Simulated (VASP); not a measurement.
A run of VASP 6.6.1 is set up as follows.

Contents of POSCAR:

```
BaTiO3
1.0
   -8.0667012900      0.0000000000      0.0000000000
    0.0000000000     -2.8721210400      2.8809792100
    0.0000000000      2.8721210400      2.8809792100
Ba Ti O
2 2 6
Direct
    0.0000000000      0.0000000000      0.0000000000
    0.5000000000      0.0000000000      0.0000000000
    0.2500000000      0.5079000000      0.5079000000
    0.7500000000      0.5079000000      0.5079000000
    0.0000000000      0.4921000000      0.4921000000
    0.5000000000      0.4921000000      0.4921000000
    0.2500000000      0.9937100000      0.5025100000
    0.7500000000      0.9937100000      0.5025100000
    0.2500000000      0.5025100000      0.9937100000
    0.7500000000      0.5025100000      0.9937100000
```

INCAR.step1

```
SYSTEM = BaTiO3
PREC     = Accurate       ! precision mode
ENCUT    = 910            ! plane-wave cutoff, eV
ISMEAR   = -1             ! smearing method
SIGMA    = 0.1            ! smearing width, eV
LREAL    = .FALSE.        ! projectors in reciprocal space
LASPH    = .TRUE.         ! aspherical terms in the spheres
NELM     = 120            ! most SCF steps
NBANDS   = 51             ! bands
GGA      = PE             ! functional
ALGO     = Normal         ! electronic algorithm
EDIFF    = 1E-5           ! SCF threshold, eV
LWAVE    = .TRUE.         ! write WAVECAR
LCHARG   = .FALSE.        ! write CHGCAR
GGA_COMPAT= .FALSE.
```

INCAR.step2

```
SYSTEM = BaTiO3
PREC     = Accurate       ! precision mode
ENCUT    = 910            ! plane-wave cutoff, eV
EDIFF    = 1E-6           ! SCF threshold, eV
ISMEAR   = -1             ! smearing method
SIGMA    = 0.1            ! smearing width, eV
LREAL    = .FALSE.        ! projectors in reciprocal space
LASPH    = .TRUE.         ! aspherical terms in the spheres
NELM     = 120            ! most SCF steps
ALGO     = Normal         ! electronic algorithm
ISIF     = 2              ! what is computed and relaxed
LWAVE    = .FALSE.        ! write WAVECAR
LCHARG   = .FALSE.        ! write CHGCAR
METAGGA  = R2SCAN         ! meta-GGA
LMIXTAU  = .TRUE.       
NBANDS   = 51             ! bands
ISTART   = 1            
GGA_COMPAT= .FALSE.
```

KPOINTS

```
regular mesh
0
G
  3 6 6
  0 0 0
```

Potentials or basis: VASP PAW PBE potentials, release 64 (Ba_sv, Ti_sv, O_h).

Command:

```bash
$ cat potpaw_PBE.64/Ba_sv/POTCAR potpaw_PBE.64/Ti_sv/POTCAR potpaw_PBE.64/O_h/POTCAR > POTCAR
$ cp INCAR.step1 INCAR
$ mpirun -np 1 vasp_std > vasp.out
$ cp INCAR.step2 INCAR
$ mpirun -np 1 vasp_std > vasp.out
```

**Question.** Predict the pressure.

**Answer.** -5.7 GPa.

**Question.** What does it give for the largest force?

**Answer.** 0.303 eV/Å.

**Question.** Predict the band gap on the k mesh.

**Answer.** 2.10 eV.

Forces in eV/Å, atoms in the order of the input:
```
Ba   0.000  0.000  0.087
Ba   0.000  0.000  0.087
Ti   0.000  0.000  0.303
Ti   0.000  0.000  0.303
O    0.000  0.000  0.136
O    0.000  0.000  0.136
O    0.000  0.097 -0.263
O    0.000  0.097 -0.263
O    0.000 -0.097 -0.263
O    0.000 -0.097 -0.263
```

Caveat: the cell stands under tension; the PAW data sets were made with another functional, which shifts forces and pressure a little; spin-orbit coupling is left out, which moves the levels of the heavy elements. A k mesh can miss the band edges.
